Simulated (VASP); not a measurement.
# NaH in VASP: further runs

Runs on NaH. Level: r2SCAN. Tasks: single point.

All numbers are computed with VASP 6.6.1; they aren't measurements. Logs are shortened: lines on timing, memory, paths and dates and some standing lists are left out, and cuts for length are marked.

## (1) The cell of the first run

Symmetry: Pm-3m, No. 221, cubic system. Conventional cell: a = 2.955 Å, b = 2.955 Å, c = 2.955 Å, α = 90.00°, β = 90.00°, γ = 90.00°. Within 3.4 Å of Na (site symmetry m-3m) lie 8 H at 2.56 Å and 6 Na at 2.96 Å. H (site symmetry m-3m) has 8 Na at 2.56 Å and 6 H at 2.96 Å within 3.4 Å.

## (2) Single point, r2SCAN

Input file POSCAR:

```
NaH
1.0
    2.9551200000      0.0000000000      0.0000000000
    0.0000000000      2.9551200000      0.0000000000
    0.0000000000      0.0000000000      2.9551200000
Na H
1 1
Direct
    0.0000000000      0.0000000000      0.0000000000
    0.5000000000      0.5000000000      0.5000000000
```

Input file INCAR.step1:

```
PREC = Accurate
ENCUT = 520
ISMEAR = 0
SIGMA = 0.02
LREAL = F
LASPH = T
NELM = 60
NBANDS = 11
GGA = PE
ALGO = Normal
EDIFF = 1E-4
LWAVE = T
LCHARG = F
```

Input file INCAR.step2:

```
PREC = Accurate
ENCUT = 520
EDIFF = 1E-7
ISMEAR = 0
SIGMA = 0.02
LREAL = F
LASPH = T
NELM = 60
ALGO = Normal
ISIF = 2
LWAVE = F
LCHARG = F
METAGGA = R2SCAN
LMIXTAU = T
NBANDS = 11
ISTART = 1
```

Input file KPOINTS:

```
Automatic mesh
0
Gamma
  6 6 6
```

Potentials or basis: VASP PAW PBE potentials, release 64 (Na_pv, H).

On the command line:

```bash
cat potpaw_PBE.64/Na_pv/POTCAR potpaw_PBE.64/H/POTCAR > POTCAR
cp INCAR.step1 INCAR
mpirun -np 1 vasp_std > vasp.out
cp INCAR.step2 INCAR
mpirun -np 1 vasp_std > vasp.out
```

OUTCAR:

```text
PREC = Accurate
   ENCUT = 520
   EDIFF = 1E-7
   ISMEAR = 0
   LREAL = F
   LASPH = T
   NELM = 60
   ISIF = 2
   METAGGA = R2SCAN
   ISTART = 1

 ion  position               nearest neighbor table
   1  0.000  0.000  0.000-
   2  0.500  0.500  0.500-

  LATTYP: Found a simple cubic cell.
 ALAT       =     2.9551200000

  Lattice vectors:

 A1 = (   2.9551200000,   0.0000000000,   0.0000000000)
 A2 = (   0.0000000000,   2.9551200000,   0.0000000000)
 A3 = (   0.0000000000,   0.0000000000,   2.9551200000)

Analysis of symmetry for initial positions (statically):
=====================================================================
 Subroutine PRICEL returns:
 Original cell was already a primitive cell.

 Routine SETGRP: Setting up the symmetry group for a
 simple cubic supercell.

 Subroutine GETGRP returns: Found 48 space group operations
 (whereof 48 operations were pure point group operations)
 out of a pool of 48 trial point group operations.

The static configuration has the point symmetry O_h .

Analysis of symmetry for dynamics (positions and initial velocities):
=====================================================================
 Subroutine PRICEL returns:
 Original cell was already a primitive cell.

 Routine SETGRP: Setting up the symmetry group for a
 simple cubic supercell.

 Subroutine GETGRP returns: Found 48 space group operations
 (whereof 48 operations were pure point group operations)
 out of a pool of 48 trial point group operations.

The dynamic configuration has the point symmetry O_h .

 Subroutine INISYM returns: Found 48 space group operations
 (whereof 48 operations are pure point group operations),
 and found     1 'primitive' translations

----------------------------------------------------------------------------------------

                                     Primitive cell

  volume of cell :      25.8063

  direct lattice vectors                    reciprocal lattice vectors
     2.955120000  0.000000000  0.000000000     0.338395734  0.000000000  0.000000000
     0.000000000  2.955120000  0.000000000     0.000000000  0.338395734  0.000000000
     0.000000000  0.000000000  2.955120000     0.000000000  0.000000000  0.338395734

  length of vectors
     2.955120000  2.955120000  2.955120000     0.338395734  0.338395734  0.338395734

  position of ions in fractional coordinates (direct lattice)
     0.000000000  0.000000000  0.000000000
     0.500000000  0.500000000  0.500000000

  ion indices of the primitive-cell ions
   primitive index   ion index
                 1           1
                 2           2

----------------------------------------------------------------------------------------

 KPOINTS: Automatic mesh

Automatic generation of k-mesh.
 Grid dimensions read from file:
 generate k-points for:    6    6    6

 Generating k-lattice:

  Cartesian coordinates                     Fractional coordinates (reciprocal lattice)
     0.056399289  0.000000000  0.000000000     0.166666667  0.000000000  0.000000000
     0.000000000  0.056399289  0.000000000     0.000000000  0.166666667  0.000000000
     0.000000000  0.000000000  0.056399289     0.000000000  0.000000000  0.166666667

  Length of vectors
     0.056399289  0.056399289  0.056399289

  Shift w.r.t. Gamma in fractional coordinates (k-lattice)
     0.000000000  0.000000000  0.000000000

 Subroutine IBZKPT returns following result:
 ===========================================

 Found     20 irreducible k-points:

 Following reciprocal coordinates:
            Coordinates               Weight
  0.000000  0.000000  0.000000      1.000000
  0.166667  0.000000  0.000000      6.000000
  0.333333  0.000000  0.000000      6.000000
  0.500000  0.000000  0.000000      3.000000
  0.166667  0.166667  0.000000     12.000000
  0.333333  0.166667  0.000000     24.000000
[... 12 lines left out ...]
  0.500000  0.500000  0.333333      6.000000
  0.500000  0.500000  0.500000      1.000000
   k-points           NKPTS =     20   k-points in BZ     NKDIM =     20   number of bands    NBANDS=     11
   number of dos      NEDOS =    301   number of ions     NIONS =      2
   total plane-waves  NPLWV =  13824
   dimension x,y,z NGX =    24 NGY =   24 NGZ =   24
   dimension x,y,z NGXF=    48 NGYF=   48 NGZF=   48
   ions per type =               1   1
   NGX,Y,Z   is equivalent  to a cutoff of  13.50, 13.50, 13.50 a.u.
   NGXF,Y,Z  is equivalent  to a cutoff of  27.00, 27.00, 27.00 a.u.
 SYSTEM =  unknown system
   PREC   = accura    normal or accurate (medium, high low for compatibility)
   ISTART =      1    job   : 0-new  1-cont  2-samecut
   ICHARG =      0    charge: 1-file 2-atom 10-const
   ISPIN  =      1    spin polarized calculation?
   LNONCOLLINEAR =      F non collinear calculations
   LSORBIT =      F    spin-orbit coupling
   LASPH  =      T    aspherical Exc in radial PAW
   ENCUT  =  520.0 eV  38.22 Ry    6.18 a.u.   5.49  5.49  5.49*2*pi/ulx,y,z
   NELM   =     60;   NELMIN=  2; NELMDL=  0     # of ELM steps
   EDIFF  = 0.1E-06   stopping-criterion for ELM
   LREAL  =      F    real-space projection
   EDIFFG = 0.1E-05   stopping-criterion for IOM
   NSW    =      0    number of steps for IOM
   IBRION =     -1    ionic relax: 0-MD 1-quasi-New 2-CG
   NFREE  =      0    steps in history (QN), initial steepest desc. (CG)
   ISIF   =      2    stress and relaxation
   ISYM   =      2    0-nonsym 1-usesym 2-fastsym
   POTIM  = 0.5000    time-step for ionic-motion
   TEBEG  =    0.0;   TEEND  =   0.0 temperature during run
   PSTRESS=    0.0 pullay stress
   NELECT =       8.0000    total number of electrons
   NUPDOWN=      -1.0000    fix difference up-down
   EMIN   =  10.00;   EMAX   =-10.00  energy-range for DOS
   EFERMI =   0.00;   METHOD = LEGACY
   ISMEAR =     0;   SIGMA  =   0.02  broadening in eV -4-tet -1-fermi 0-gaus
   EFERMI_NEDOS =   21; number of points for ismear=-14 and -15
   IALGO  =     38    algorithm
   IMIX   =      4    mixing-type and parameters
     AMIX     =   0.40;   BMIX     =  1.00
     AMIX_MAG =   1.60;   BMIX_MAG =  1.00
  volume/ion in A,a.u.               =      12.90        87.07
  Fermi-wavevector in a.u.,A,eV,Ry     =   1.107974  2.093768 16.702609  1.227607
  Thomas-Fermi vector in A             =   2.244496
   LORBIT       =      0    0 simple, 1 ext, 2 COOP (PROOUT), +10 PAW based schemes
   METAGGA = R2SCAN    functional components
   LHFCALC =     F    Hartree Fock is set to
   AEXX    =    0.0000 exact exchange contribution
   IVDW    =     0    specifies the selected vdW correction
   LEPSILON=     F    determine dielectric tensor
   LRPA    =     F    only Hartree local field effects (RPA)
 non-spin polarized calculation
 Gauss-broadening in eV      SIGMA  =   0.02
  energy-cutoff  :      520.00
  volume of cell :       25.81
 maximum number of plane-waves:       739
 NGX is ok and might be reduce to    24
   NGX = 11   NGY = 11   NGZ = 11

 number of electron       8.0000007 magnetization

 Free energy of the ion-electron system (eV)
  ---------------------------------------------------
  ext. energy  EPLUGINS =         0.00000000
  ---------------------------------------------------
  free energy    TOTEN  =        -7.29060817 eV

  energy without entropy =       -7.29060817  energy(sigma->0) =       -7.29060817

 E-fermi :   1.3090     XC(G=0):  -8.5608

 val. band max:        1.0608290014   @ k =   0.5000   0.5000   0.5000
 cond. band min:       2.6636331019   @ k =   0.5000   0.0000   0.0000
 fundamental gap:      1.6028041005
 Fermi energy:         1.3089923770

 k-point     1 :       0.0000    0.0000    0.0000
  band No.  band energies     occupation
      1     -24.4239      2.00000
      2     -24.4239      2.00000
      3     -24.4239      2.00000
      4      -4.8984      2.00000
      5      10.7453      0.00000
      6      12.6450      0.00000
      7      12.6450      0.00000
      8      14.3456      0.00000
      9      14.3456      0.00000
     10      14.3456      0.00000
     11      27.5846      0.00000

 k-point     2 :       0.1667    0.0000    0.0000
  band No.  band energies     occupation
      1     -24.4659      2.00000
      2     -24.4203      2.00000
      3     -24.4203      2.00000
      4      -4.4658      2.00000
      5       8.0670      0.00000
      6      11.8535      0.00000
      7      13.1105      0.00000
      8      14.6563      0.00000
      9      14.6563      0.00000
     10      18.8674      0.00000
     11      24.7945      0.00000

 k-point     3 :       0.3333    0.0000    0.0000
  band No.  band energies     occupation
      1     -24.5489      2.00000
      2     -24.4129      2.00000
      3     -24.4129      2.00000
      4      -3.3238      2.00000
      5       4.4155      0.00000
      6      12.5619      0.00000
      7      14.4521      0.00000
      8      15.4892      0.00000
      9      15.4892      0.00000
     10      20.9759      0.00000
     11      21.6916      0.00000

 k-point     4 :       0.5000    0.0000    0.0000
  band No.  band energies     occupation
      1     -24.5900      2.00000
      2     -24.4092      2.00000
      3     -24.4092      2.00000
      4      -2.4318      2.00000
      5       2.6636      0.00000
      6      13.0045      0.00000
      7      15.8428      0.00000
      8      16.1481      0.00000
      9      16.1481      0.00000
     10      18.6085      0.00000
     11      20.2523      0.00000

 k-point     5 :       0.1667    0.1667    0.0000
  band No.  band energies     occupation
      1     -24.4645      2.00000
      2     -24.4582      2.00000
      3     -24.4167      2.00000
      4      -4.0485      2.00000
      5       7.9882      0.00000
      6       9.1620      0.00000
      7      12.8693      0.00000
      8      14.9902      0.00000
      9      18.5169      0.00000
     10      19.5034      0.00000
     11      21.0984      0.00000
[... 155 lines left out ...]
 k-point    17 :       0.3333    0.3333    0.3333
  band No.  band energies     occupation
      1     -24.5181      2.00000
      2     -24.5110      2.00000
      3     -24.5110      2.00000
      4      -0.7503      2.00000
      5       6.9681      0.00000
      6       8.1808      0.00000
      7       8.1808      0.00000
      8      13.8214      0.00000
      9      13.8214      0.00000
     10      15.2072      0.00000
     11      22.5581      0.00000

 k-point    18 :       0.5000    0.3333    0.3333
  band No.  band energies     occupation
      1     -24.5499      2.00000
      2     -24.5100      2.00000
      3     -24.5058      2.00000
      4      -0.1189      2.00000
      5       6.1870      0.00000
      6       8.3497      0.00000
      7       9.3262      0.00000
      8      11.7912      0.00000
      9      13.0008      0.00000
     10      14.9234      0.00000
     11      21.3404      0.00000

 k-point    19 :       0.5000    0.5000    0.3333
  band No.  band energies     occupation
      1     -24.5438      2.00000
      2     -24.5438      2.00000
      3     -24.5027      2.00000
      4       0.4665      2.00000
      5       7.3023      0.00000
      6       7.3023      0.00000
      7       9.8519      0.00000
      8      10.4062      0.00000
      9      13.0771      0.00000
     10      13.0771      0.00000
     11      20.0498      0.00000

 k-point    20 :       0.5000    0.5000    0.5000
  band No.  band energies     occupation
      1     -24.5380      2.00000
      2     -24.5380      2.00000
      3     -24.5380      2.00000
      4       1.0608      2.00000
      5       8.3389      0.00000
      6       8.3389      0.00000
      7       8.3389      0.00000
      8      11.1530      0.00000
      9      11.1530      0.00000
     10      11.1530      0.00000
     11      18.6843      0.00000

------------------------ aborting loop because EDIFF is reached ----------------------------------------

  FORCE on cell =-STRESS in cart. coord.  units (eV):
  Direction    XX          YY          ZZ          XY          YZ          ZX
  --------------------------------------------------------------------------------------
  -------------------------------------------------------------------------------------
  Total       -0.1461794     -0.1461794     -0.1461794     -0.0000000     -0.0000000     -0.0000000
  in kB       -9.0755175     -9.0755175     -9.0755175     -0.0000000     -0.0000000     -0.0000000
  external PRESSURE =      -9.0755175 kB  Pullay stress =       0.0000000 kB

 VOLUME and BASIS-vectors are now :
 -----------------------------------------------------------------------------
  energy-cutoff  :      520.00
  volume of cell :       25.81
      direct lattice vectors                 reciprocal lattice vectors
     2.955120000  0.000000000  0.000000000     0.338395734  0.000000000  0.000000000
     0.000000000  2.955120000  0.000000000     0.000000000  0.338395734  0.000000000
     0.000000000  0.000000000  2.955120000     0.000000000  0.000000000  0.338395734

 POSITION                                       TOTAL-FORCE (eV/Angst)
 -----------------------------------------------------------------------------------
      0.00000      0.00000      0.00000         0.000000      0.000000      0.000000
      1.47756      1.47756      1.47756         0.000000      0.000000      0.000000
 -----------------------------------------------------------------------------------
    total drift:                                0.000000      0.000000     -0.000000

  FREE ENERGIE OF THE ION-ELECTRON SYSTEM (eV)
  ---------------------------------------------------
  free  energy   TOTEN  =        -7.2906081681 eV

  energy  without entropy=       -7.2906081681  energy(sigma->0) =       -7.29060817
```

Wall time 33 s (1 thread of AMD EPYC 7R13 (Zen 3), shared host); peak memory 0.1 GiB.

Results:

| Property | Result |
| --- | --- |
| Free energy | -7.2906 eV |
| Pressure | -0.9 GPa |
| Band gap on the k mesh | 1.60 eV, indirect (least direct gap 5.10 eV) |

Levels at points of the mesh, in eV from the valence-band top:
| k point | band 1 | band 2 | band 3 | band 4 | band 5 | band 6 | band 7 | band 8 |
| --- | --- | --- | --- | --- | --- | --- | --- | --- |
| (0.00, 0.00, 0.00) | -25.48 | -25.48 | -25.48 | -5.96 | 9.68 | 11.58 | 11.58 | 13.28 |
| (0.50, 0.00, 0.00) | -25.65 | -25.47 | -25.47 | -3.49 | 1.60 | 11.94 | 14.78 | 15.09 |
| (0.50, 0.50, 0.00) | -25.62 | -25.62 | -25.46 | -1.82 | 4.81 | 4.81 | 7.75 | 15.66 |
| (0.50, 0.50, 0.50) | -25.60 | -25.60 | -25.60 | 0.00 | 7.28 | 7.28 | 7.28 | 10.09 |

Caveat: the PAW data sets were made with another functional, which shifts forces and pressure a little. A k mesh can miss the band edges.

(Continued in part 2 of 3.)
